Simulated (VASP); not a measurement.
Set up this calculation in VASP 6.6.1, as the native input.

```yaml
Task: single point
Functional: r2SCAN
Potentials_or_basis: VASP PAW PBE potentials, release 64 (Ti_sv, O)
Cutoff: 520 eV
k_mesh: 6 × 6 × 8
Occupations: gaussian, width 0.05 eV
Spin: no spin polarisation
Hubbard_terms: Ti d U = 4.0 eV
Dipole_correction: no
Further_INCAR_settings: ALGO = Normal; EDIFF = 1e-06; NBANDS = 33
```

The system is TiO2.

```xyz
6
Lattice="4.2296 0.0000 0.0000 0.0000 4.2296 0.0000 0.0000 0.0000 2.9929" Properties=species:S:1:pos:R:3 pbc="T T T"
Ti    0.0000    0.0000    0.0000
Ti    2.1148    2.1148    1.4964
O     1.2906    1.2906    0.0000
O     0.8242    3.4054    1.4964
O     2.9390    2.9390    0.0000
O     3.4054    0.8242    1.4964
```

This cell differs from its parent crystal: strain -0.080 along x and y, +0.000 along z.

One way to write it, as run:

POSCAR

```
TiO2
1.0
    4.2295744681      0.0000000000      0.0000000000
    0.0000000000      4.2295744681      0.0000000000
    0.0000000000      0.0000000000      2.9928841877
Ti O
2 4
Direct
    0.0000000000      0.0000000000      0.0000000000
    0.5000000000      0.5000000000      0.5000000000
    0.3051400959      0.3051400959      0.0000000000
    0.1948599041      0.8051400959      0.5000000000
    0.6948599041      0.6948599041      0.0000000000
    0.8051400959      0.1948599041      0.5000000000
```

INCAR.step1

```
  PREC = Accurate
  ENCUT = 520
  ISMEAR = 0
  SIGMA = 0.05
  LREAL = F
  LASPH = T
  NELM = 150
  LMAXMIX = 4
  LDAU = T
  LDAUTYPE = 2
  LDAUL = 2 -1
  LDAUU = 4 0
  LDAUJ = 0 0
  NBANDS = 33
  GGA = PE
  ALGO = Normal
  EDIFF = 1E-4
  LWAVE = T
  LCHARG = F
```

INCAR.step2

```
  PREC = Accurate
  ENCUT = 520
  EDIFF = 1E-6
  ISMEAR = 0
  SIGMA = 0.05
  LREAL = F
  LASPH = T
  NELM = 150
  ALGO = Normal
  ISIF = 2
  LWAVE = F
  LCHARG = T
  LMAXMIX = 4
  LDAU = T
  LDAUTYPE = 2
  LDAUL = 2 -1
  LDAUU = 4 0
  LDAUJ = 0 0
  LDAUPRINT = 1
  METAGGA = R2SCAN
  LMIXTAU = T
  LELF = T
  LVHAR = T
  NBANDS = 33
  ISTART = 1
```

KPOINTS

```
Automatic mesh
0
Gamma
  6 6 8
```

Potentials or basis: VASP PAW PBE potentials, release 64 (Ti_sv, O).

Command:

```sh
$ cat potpaw_PBE.64/Ti_sv/POTCAR potpaw_PBE.64/O/POTCAR > POTCAR
$ cp INCAR.step1 INCAR
$ mpirun -np 1 vasp_std > vasp.out
$ cp INCAR.step2 INCAR
$ mpirun -np 1 vasp_std > vasp.out
```

Results of the run:

```yaml
Pressure: 61.9 GPa
Largest_force: 0.029 eV/Å
Band_gap_on_the_k_mesh: 3.29 eV
```

Caveat: the cell differs from its parent crystal (strain -0.080 along x and y, +0.000 along z); the stress differs along the axes, from 50 to 68 GPa; the PAW data sets were made with another functional, which shifts forces and pressure a little.

It took 4.7 min on 1 thread of AMD EPYC 7R13 Processor (Zen 3), on a shared host, peak memory 0.18 GiB.
